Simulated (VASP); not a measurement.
# Rb (Fm-3m) in VASP: a series of runs

The runs below take Rb through single point, relaxation of cell and atoms, with RPBE.

Everything below comes from runs of VASP 6.6.1. Logs are shortened: lines on timing, memory, paths and dates and some standing lists are left out, and cuts for length are marked.

## 1. The cell of the first run

The structure is cubic, space group Fm-3m (No. 225). Conventional cell: a = 7.394 Å, b = 7.394 Å, c = 7.394 Å, α = 90.00°, β = 90.00°, γ = 90.00°.

## 2. Single point, RPBE

File INCAR:

```
PREC = Accurate
ENCUT = 520
EDIFF = 1E-6
ISMEAR = -1
SIGMA = 0.1
LREAL = False
LASPH = True
NELM = 60
ALGO = Normal
ISIF = 2
LWAVE = False
LCHARG = True
GGA = RP
LELF = True
LVHAR = True
NBANDS = 10
```

File KPOINTS:

```
Automatic mesh
0
Gamma
  12 12 12
```

File POSCAR:

```
Rb
1.0
    0.0000000000      3.6969453729      3.6969453729
    3.6969453729      0.0000000000      3.6969453729
    3.6969453729      3.6969453729      0.0000000000
Rb
1
Direct
    0.0000000000      0.0000000000      0.0000000000
```

Potentials or basis: VASP PAW PBE potentials, release 64 (Rb_sv).

On the command line:

```console
$ cat potpaw_PBE.64/Rb_sv/POTCAR > POTCAR
$ mpirun -np 1 vasp_std > vasp.out
```

OUTCAR:

```text
PREC = Accurate
   ENCUT = 520
   EDIFF = 1E-6
   ISMEAR = -1
   LREAL = False
   LASPH = True
   NELM = 60
   ISIF = 2
   GGA = RP

 ion  position               nearest neighbor table
   1  0.000  0.000  0.000-

  LATTYP: Found a face centered cubic cell.
 ALAT       =     7.3938907458

  Lattice vectors:

 A1 = (   0.0000000000,   3.6969453729,   3.6969453729)
 A2 = (   3.6969453729,   0.0000000000,   3.6969453729)
 A3 = (   3.6969453729,   3.6969453729,   0.0000000000)

Analysis of symmetry for initial positions (statically):
=====================================================================
 Subroutine PRICEL returns:
 Original cell was already a primitive cell.

 Routine SETGRP: Setting up the symmetry group for a
 face centered cubic supercell.

 Subroutine GETGRP returns: Found 48 space group operations
 (whereof 48 operations were pure point group operations)
 out of a pool of 48 trial point group operations.

The static configuration has the point symmetry O_h .

Analysis of symmetry for dynamics (positions and initial velocities):
=====================================================================
 Subroutine PRICEL returns:
 Original cell was already a primitive cell.

 Routine SETGRP: Setting up the symmetry group for a
 face centered cubic supercell.

 Subroutine GETGRP returns: Found 48 space group operations
 (whereof 48 operations were pure point group operations)
 out of a pool of 48 trial point group operations.

The dynamic configuration has the point symmetry O_h .

 Subroutine INISYM returns: Found 48 space group operations
 (whereof 48 operations are pure point group operations),
 and found     1 'primitive' translations

----------------------------------------------------------------------------------------

                                     Primitive cell

  volume of cell :     101.0553

  direct lattice vectors                    reciprocal lattice vectors
     0.000000000  3.696945373  3.696945373    -0.135246791  0.135246791  0.135246791
     3.696945373  0.000000000  3.696945373     0.135246791 -0.135246791  0.135246791
     3.696945373  3.696945373  0.000000000     0.135246791  0.135246791 -0.135246791

  length of vectors
     5.228270286  5.228270286  5.228270286     0.234254314  0.234254314  0.234254314

  position of ions in fractional coordinates (direct lattice)
     0.000000000  0.000000000  0.000000000

  ion indices of the primitive-cell ions
   primitive index   ion index
                 1           1

----------------------------------------------------------------------------------------

 KPOINTS: Automatic mesh

Automatic generation of k-mesh.
 Grid dimensions read from file:
 generate k-points for:   12   12   12

 Generating k-lattice:

  Cartesian coordinates                     Fractional coordinates (reciprocal lattice)
    -0.011270566  0.011270566  0.011270566     0.083333333  0.000000000  0.000000000
     0.011270566 -0.011270566  0.011270566     0.000000000  0.083333333  0.000000000
     0.011270566  0.011270566 -0.011270566     0.000000000  0.000000000  0.083333333

  Length of vectors
     0.019521193  0.019521193  0.019521193

  Shift w.r.t. Gamma in fractional coordinates (k-lattice)
     0.000000000  0.000000000  0.000000000

 Subroutine IBZKPT returns following result:
 ===========================================

 Found     72 irreducible k-points:

 Following reciprocal coordinates:
            Coordinates               Weight
  0.000000  0.000000  0.000000      1.000000
  0.083333  0.000000  0.000000      8.000000
  0.166667  0.000000  0.000000      8.000000
  0.250000  0.000000  0.000000      8.000000
  0.333333  0.000000  0.000000      8.000000
  0.416667  0.000000  0.000000      8.000000
[... 16 lines left out ...]
  0.500000  0.166667  0.000000     24.000000
 -0.416667  0.166667  0.000000     24.000000
 [... further k-points ...]
   k-points           NKPTS =     72   k-points in BZ     NKDIM =     72   number of bands    NBANDS=     10
   number of dos      NEDOS =    301   number of ions     NIONS =      1
   total plane-waves  NPLWV =  64000
   dimension x,y,z NGX =    40 NGY =   40 NGZ =   40
   dimension x,y,z NGXF=    80 NGYF=   80 NGZF=   80
   ions per type =               1
   NGX,Y,Z   is equivalent  to a cutoff of  12.72, 12.72, 12.72 a.u.
   NGXF,Y,Z  is equivalent  to a cutoff of  25.44, 25.44, 25.44 a.u.
 SYSTEM =  unknown system
   PREC   = accura    normal or accurate (medium, high low for compatibility)
   ISTART =      0    job   : 0-new  1-cont  2-samecut
   ICHARG =      2    charge: 1-file 2-atom 10-const
   ISPIN  =      1    spin polarized calculation?
   LNONCOLLINEAR =      F non collinear calculations
   LSORBIT =      F    spin-orbit coupling
   LASPH  =      T    aspherical Exc in radial PAW
   ENCUT  =  520.0 eV  38.22 Ry    6.18 a.u.   9.72  9.72  9.72*2*pi/ulx,y,z
   NELM   =     60;   NELMIN=  2; NELMDL= -5     # of ELM steps
   EDIFF  = 0.1E-05   stopping-criterion for ELM
   LREAL  =      F    real-space projection
   EDIFFG = 0.1E-04   stopping-criterion for IOM
   NSW    =      0    number of steps for IOM
   IBRION =     -1    ionic relax: 0-MD 1-quasi-New 2-CG
   NFREE  =      0    steps in history (QN), initial steepest desc. (CG)
   ISIF   =      2    stress and relaxation
   ISYM   =      2    0-nonsym 1-usesym 2-fastsym
   POTIM  = 0.5000    time-step for ionic-motion
   TEBEG  =    0.0;   TEEND  =   0.0 temperature during run
   PSTRESS=    0.0 pullay stress
   NELECT =       9.0000    total number of electrons
   NUPDOWN=      -1.0000    fix difference up-down
   EMIN   =  10.00;   EMAX   =-10.00  energy-range for DOS
   EFERMI =   0.00;   METHOD = LEGACY
   ISMEAR =    -1;   SIGMA  =   0.10  broadening in eV -4-tet -1-fermi 0-gaus
   EFERMI_NEDOS =   21; number of points for ismear=-14 and -15
   IALGO  =     38    algorithm
   IMIX   =      4    mixing-type and parameters
     AMIX     =   0.40;   BMIX     =  1.00
     AMIX_MAG =   1.60;   BMIX_MAG =  1.00
  volume/ion in A,a.u.               =     101.06       681.95
  Fermi-wavevector in a.u.,A,eV,Ry     =   0.731087  1.381555  7.272162  0.534489
  Thomas-Fermi vector in A             =   1.823218
   LORBIT       =      0    0 simple, 1 ext, 2 COOP (PROOUT), +10 PAW based schemes
   GGA     = RP    functional components
   LHFCALC =     F    Hartree Fock is set to
   AEXX    =    0.0000 exact exchange contribution
   IVDW    =     0    specifies the selected vdW correction
   LEPSILON=     F    determine dielectric tensor
   LRPA    =     F    only Hartree local field effects (RPA)
 non-spin polarized calculation
  energy-cutoff  :      520.00
  volume of cell :      101.06
 maximum number of plane-waves:      2764
   NGX = 19   NGY = 19   NGZ = 19

 number of electron       9.0000000 magnetization

 Free energy of the ion-electron system (eV)
  ---------------------------------------------------
  ext. energy  EPLUGINS =         0.00000000
  ---------------------------------------------------
  free energy    TOTEN  =        -0.84124773 eV

  energy without entropy =       -0.81061262  energy(sigma->0) =       -0.82593018

 E-fermi :  -0.0881     XC(G=0):  -5.0926

 val. band max:       -0.1014718072   @ k =  -0.4167   0.0833   0.0000
 cond. band min:      -0.0149216610   @ k =   0.5000   0.3333   0.0833
 fundamental gap:      0.0865501462
 Fermi energy:        -0.0880501181

 k-point     1 :       0.0000    0.0000    0.0000
  band No.  band energies     occupation
      1     -29.0941      2.00000
      2     -13.1557      2.00000
      3     -13.1557      2.00000
      4     -13.1557      2.00000
      5      -1.9111      2.00000
      6       3.4529      0.00000
      7       3.4529      0.00000
      8       3.4529      0.00000
      9       4.7017      0.00000
     10       4.7017      0.00000

 k-point     2 :       0.0833    0.0000    0.0000
  band No.  band energies     occupation
      1     -29.0939      2.00000
      2     -13.1600      2.00000
      3     -13.1563      2.00000
      4     -13.1563      2.00000
      5      -1.8408      2.00000
      6       3.2299      0.00000
      7       3.4826      0.00000
      8       3.4826      0.00000
      9       4.6099      0.00000
     10       4.6099      0.00000

 k-point     3 :       0.1667    0.0000    0.0000
  band No.  band energies     occupation
      1     -29.0935      2.00000
      2     -13.1716      2.00000
      3     -13.1579      2.00000
      4     -13.1579      2.00000
      5      -1.6335      2.00000
      6       2.7406      0.00000
      7       3.5326      0.00000
      8       3.5326      0.00000
      9       4.4749      0.00000
     10       4.4749      0.00000

 k-point     4 :       0.2500    0.0000    0.0000
  band No.  band energies     occupation
      1     -29.0930      2.00000
      2     -13.1873      2.00000
      3     -13.1601      2.00000
      4     -13.1601      2.00000
      5      -1.2999      1.99999
      6       2.1641      0.00000
      7       3.5005      0.00000
      8       3.5005      0.00000
      9       4.5291      0.00000
     10       4.5291      0.00000

 k-point     5 :       0.3333    0.0000    0.0000
  band No.  band energies     occupation
      1     -29.0924      2.00000
      2     -13.2029      2.00000
      3     -13.1623      2.00000
      4     -13.1623      2.00000
      5      -0.8582      1.99910
      6       1.5559      0.00000
      7       3.3861      0.00000
      8       3.3861      0.00000
      9       4.8254      0.00000
     10       4.8265      0.00000

 k-point     6 :       0.4167    0.0000    0.0000
  band No.  band energies     occupation
      1     -29.0921      2.00000
      2     -13.2143      2.00000
      3     -13.1640      2.00000
      4     -13.1640      2.00000
      5      -0.3385      1.84889
      6       0.9421      0.00007
      7       3.2849      0.00000
      8       3.2849      0.00000
      9       5.0305      0.00000
     10       5.2545      0.00000

 k-point     7 :       0.5000    0.0000    0.0000
  band No.  band energies     occupation
      1     -29.0919      2.00000
      2     -13.2184      2.00000
      3     -13.1646      2.00000
      4     -13.1646      2.00000
      5       0.0908      0.28643
      6       0.4825      0.00664
      7       3.2470      0.00000
      8       3.2470      0.00000
      9       5.1684      0.00000
     10       5.2982      0.00000

 k-point     8 :       0.0833    0.0833    0.0000
  band No.  band energies     occupation
      1     -29.0939      2.00000
      2     -13.1599      2.00000
      3     -13.1573      2.00000
      4     -13.1573      2.00000
      5      -1.8175      2.00000
      6       3.2229      0.00000
      7       3.4655      0.00000
      8       3.4655      0.00000
      9       4.3902      0.00000
     10       4.7476      0.00000

 k-point     9 :       0.1667    0.0833    0.0000
  band No.  band energies     occupation
      1     -29.0936      2.00000
      2     -13.1685      2.00000
      3     -13.1592      2.00000
      4     -13.1584      2.00000
      5      -1.6560      2.00000
      6       2.8705      0.00000
      7       3.4919      0.00000
      8       3.5045      0.00000
      9       4.1283      0.00000
     10       4.7387      0.00000
[... 118 lines left out ...]
 k-point    19 :       0.1667    0.1667    0.0000
  band No.  band energies     occupation
      1     -29.0934      2.00000
      2     -13.1711      2.00000
      3     -13.1615      2.00000
      4     -13.1615      2.00000
      5      -1.5421      2.00000
      6       2.7798      0.00000
      7       3.5146      0.00000
      8       3.5146      0.00000
      9       3.6865      0.00000
     10       4.8798      0.00000

 k-point    20 :       0.2500    0.1667    0.0000
  band No.  band energies     occupation
      1     -29.0929      2.00000
      2     -13.1812      2.00000
      3     -13.1642      2.00000
      4     -13.1638      2.00000
      5      -1.2974      1.99999
      6       2.4615      0.00000
      7       3.2044      0.00000
      8       3.5434      0.00000
      9       3.7468      0.00000
     10       4.9597      0.00000

 k-point    21 :       0.3333    0.1667    0.0000
  band No.  band energies     occupation
      1     -29.0924      2.00000
      2     -13.1940      2.00000
      3     -13.1668      2.00000
      4     -13.1666      2.00000
      5      -0.9338      1.99958
      6       2.0036      0.00000
      7       2.8853      0.00000
      8       3.5212      0.00000
      9       4.0046      0.00000
     10       5.1336      0.00000

 k-point    22 :       0.4167    0.1667    0.0000
  band No.  band energies     occupation
      1     -29.0920      2.00000
      2     -13.2053      2.00000
      3     -13.1704      2.00000
      4     -13.1681      2.00000
      5      -0.4700      1.95708
      6       1.4577      0.00000
      7       2.6989      0.00000
      8       3.4561      0.00000
      9       4.2180      0.00000
     10       5.3749      0.00000

 k-point    23 :       0.5000    0.1667    0.0000
  band No.  band energies     occupation
      1     -29.0917      2.00000
      2     -13.2121      2.00000
      3     -13.1737      2.00000
      4     -13.1682      2.00000
      5       0.0642      0.35829
      6       0.8792      0.00013
      7       2.5916      0.00000
      8       3.4018      0.00000
      9       4.3088      0.00000
     10       5.4284      0.00000

 k-point    24 :      -0.4167    0.1667    0.0000
  band No.  band energies     occupation
      1     -29.0917      2.00000
      2     -13.2126      2.00000
      3     -13.1758      2.00000
      4     -13.1669      2.00000
      5       0.2429      0.07048
      6       0.7004      0.00075
      7       2.5250      0.00000
      8       3.4008      0.00000
      9       4.4639      0.00000
     10       5.1859      0.00000

 [... further k-points ...]
[... 5 lines left out ...]
  --------------------------------------------------------------------------------------
  -------------------------------------------------------------------------------------
  Total        0.0051920      0.0051920      0.0051920     -0.0000000      0.0000000      0.0000000
  in kB        0.0823161      0.0823161      0.0823161     -0.0000000      0.0000000      0.0000000
  external PRESSURE =       0.0823161 kB  Pullay stress =       0.0000000 kB

 VOLUME and BASIS-vectors are now :
 -----------------------------------------------------------------------------
  energy-cutoff  :      520.00
  volume of cell :      101.06
      direct lattice vectors                 reciprocal lattice vectors
     0.000000000  3.696945373  3.696945373    -0.135246791  0.135246791  0.135246791
     3.696945373  0.000000000  3.696945373     0.135246791 -0.135246791  0.135246791
     3.696945373  3.696945373  0.000000000     0.135246791  0.135246791 -0.135246791

 POSITION                                       TOTAL-FORCE (eV/Angst)
 -----------------------------------------------------------------------------------
      0.00000      0.00000      0.00000         0.000000      0.000000      0.000000
 -----------------------------------------------------------------------------------
    total drift:                               -0.000000      0.000000     -0.000000

  FREE ENERGIE OF THE ION-ELECTRON SYSTEM (eV)
  ---------------------------------------------------
  free  energy   TOTEN  =        -0.8412477303 eV

  energy  without entropy=       -0.8106126214  energy(sigma->0) =       -0.82593018
```

It took 44 s on 1 thread of Intel Xeon Platinum 8259CL at 2.50GHz (Skylake/Cascade Lake), shared host; peak memory 0.26 GiB.

Results:

```yaml
Free_energy: -0.8412 eV
Pressure: 0.0 GPa
```

Caveat: the PAW data sets were made with another functional, which shifts forces and pressure a little.

## 3. Relaxation of cell and atoms, RPBE

This run uses another cell than the first one, of 87.10 Å³/atom, 0.862 times its volume.

File INCAR:

```
SYSTEM = Rb
ALGO     = Normal         ! electronic algorithm
EDIFF    = 1E-6           ! SCF threshold, eV
EDIFFG   = -0.01          ! ionic threshold
ENCUT    = 600            ! plane-wave cutoff, eV
GGA      = RP             ! functional
IBRION   = 2              ! ionic algorithm
ISIF     = 3              ! what is computed and relaxed
ISMEAR   = -1             ! smearing method
LASPH    = .TRUE.         ! aspherical terms in the spheres
LCHARG   = .FALSE.        ! write CHGCAR
LREAL    = .FALSE.        ! projectors in reciprocal space
LWAVE    = .FALSE.        ! write WAVECAR
NELM     = 80             ! most SCF steps
NSW      = 80             ! ionic steps
PREC     = Accurate       ! precision mode
SIGMA    = 0.1            ! smearing width, eV
```

File KPOINTS:

```
k-points
0
G
  8 8 8
  0 0 0
```

File POSCAR:

```
Rb
1.0
    0.0000000000      3.5183295318      3.5183295318
    3.5183295318      0.0000000000      3.5183295318
    3.5183295318      3.5183295318      0.0000000000
Rb
1
Direct
    0.0000000000      0.0000000000      0.0000000000
```

Potentials or basis: VASP PAW PBE potentials, release 64 (Rb_sv).

On the command line:

```console
$ cat potpaw_PBE.64/Rb_sv/POTCAR > POTCAR
$ mpirun -np 1 vasp_std > vasp.out
```

It took 54 s on 1 thread of Intel Xeon Platinum 8259CL at 2.50GHz (Skylake/Cascade Lake), shared host; peak memory 0.25 GiB.

The run converged. Its results:

- Free energy: -0.8399 eV
- Relaxed volume: 101.06 Å³/atom
- Relaxed cell: a = 5.228 Å, b = 5.228 Å, c = 5.228 Å, α = 60.00°, β = 60.00°, γ = 60.00°
- Space group after relaxing (to 0.05 Å): Fm-3m (No. 225)
- Energy gained by relaxing: 18.5 meV/atom
- Ionic steps: 4
- Pressure after relaxing: 0.0 GPa

The path:
```tsv
step	energy change (eV)	largest force (eV/Å)	pressure (GPa)	volume (Å³)
1	0.0000	0.0000	0.47	87.10
2	-0.0081	0.0000	0.33	90.37
3	-0.0182	0.0000	0.04	99.42
4	-0.0185	0.0000	0.01	101.06
```

Final structure:
```
CELL_PARAMETERS angstrom
0.00000 3.69696 3.69696
3.69696 0.00000 3.69696
3.69696 3.69696 0.00000
ATOMIC_POSITIONS crystal
Rb 0.00000 0.00000 0.00000
```

Levels at points of the mesh, in eV from the Fermi level:
| k point | band 3 | band 4 | band 5 | band 6 | band 7 | band 8 |
| --- | --- | --- | --- | --- | --- | --- |
| (0.00, 0.00, 0.00) | -13.05 | -13.05 | -1.81 | 3.55 | 3.55 | 3.55 |
| (0.50, 0.00, 0.00) | -13.06 | -13.06 | 0.19 | 0.58 | 3.35 | 3.35 |
| (0.50, 0.50, 0.00) | -13.08 | -13.08 | 0.68 | 1.28 | 1.87 | 4.18 |

Caveat: the volume moved by over 15 % at a fixed basis, so the end points are rough; the PAW data sets were made with another functional, which shifts forces and pressure a little.
